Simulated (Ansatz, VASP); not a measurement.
## Fe in VASP and in Ansatz

```
CELL_PARAMETERS angstrom
0.00000 1.81771 1.81771
1.81771 0.00000 1.81771
1.81771 1.81771 0.00000
ATOMIC_POSITIONS crystal
Fe 0.00000 0.00000 0.00000
```

Alike in both runs: functional PBE; k mesh 26 × 26 × 26; occupations gaussian, width 0.1 eV; collinear spin.

Ansatz relaxed the structure, and its values are those at the end. VASP's run is a single point on that final structure, the one shown.

```csv
,VASP,Ansatz
version,VASP 6.6.1,Ansatz 0.2.0
potentials or method,"VASP PAW PBE potentials, release 64 (Fe), cutoff 520 eV","scalar-relativistic, plane waves, PAW"
valence electrons in the cell,8,16
```

|  | VASP | Ansatz | Ansatz less VASP |
| --- | --- | --- | --- |
| gap on the k mesh at the Fermi level (eV) | none | none | - |
| pressure (GPa) | -0.2 | 0.0 | +0.21 |
| net moment per atom (μB) | 2.57 | 2.57 | 0.000 |
| size of the moment on the site where the two differ most (μB) | 2.57 | 2.62 | +0.046 |

Site moments also hang on the region over which each program counts them. A gap of «none» marks a metal or a gap that the smearing closes. VASP's potentials hold 8 valence electrons a cell and Ansatz's 16, so a difference there can come from the potentials and not from the codes.
